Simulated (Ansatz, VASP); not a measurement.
**BN: VASP beside Ansatz**

INCAR

```
ALGO = Normal
EDIFF = 1E-6
ENCUT = 520
GGA = PS
ISIF = 2
ISMEAR = 0
LASPH = True
LCHARG = False
LREAL = False
LWAVE = False
NBANDS = 11
NELM = 100
PREC = Accurate
SIGMA = 0.02
```

File KPOINTS:

```
k-points
0
Gamma
  12 12 12
```

The input POSCAR:

```
BN
1.0
    0.0000000000      1.8130010000      1.8130010000
    1.8130010000      0.0000000000      1.8130010000
    1.8130010000      1.8130010000      0.0000000000
B N
1 1
Direct
    0.0000000000      0.0000000000      0.0000000000
    0.8120518135      0.8120518135      0.6879481865
```

Input for Ansatz:

```yaml
crystal:
  lattice:
    - [0.0, 1.813001, 1.813001]
    - [1.813001, 0.0, 1.813001]
    - [1.813001, 1.813001, 0.0]
  atoms:
    - { symbol: B, position: [0.0, 0.0, 0.0] }
    - { symbol: "N", position: [0.8120518135, 0.8120518135, 0.6879481865] }
basis:
  ecutwfc: 420
kpoints:
  mp_grid: { grid: [12, 12, 12] }
hamiltonian:
  xc: pbesol
scf:
  occupations: { method: gaussian, width: 0.02 }
output:
  forces: true
  stress: true
  eigenvalues: true
```

Change from the starting cell: one atom moved.

Alike in both runs: task single point; functional PBEsol; k mesh 12 × 12 × 12; occupations gaussian, width 0.02 eV; no spin polarisation.

|  | VASP | Ansatz |
| --- | --- | --- |
| version | VASP 6.6.1 | Ansatz 0.2.0 |
| potentials or method | VASP PAW PBE potentials, release 64 (B, N), cutoff 520 eV | scalar-relativistic, plane waves, PAW |
| valence electrons in the cell | 8 | 8 |

```tsv
	VASP	Ansatz	Ansatz less VASP
gap on the k mesh at the Fermi level (eV)	2.43	2.45	+0.013
least direct gap on the mesh (eV)	6.77	6.77	+0.002
pressure (GPa)	8.2	7.7	-0.42
traceless stress, the component that is largest in VASP (GPa)	5.99	5.46	-0.537
rms of the force components (eV/Å)	2.748	2.736	-0.0124
```

VASP's potentials were made for PBE, not for PBEsol. Atom by atom the forces differ by 0.012 eV/Å (rms over components). With one functional, cell and mesh, what is left measures potentials, basis and numerics.
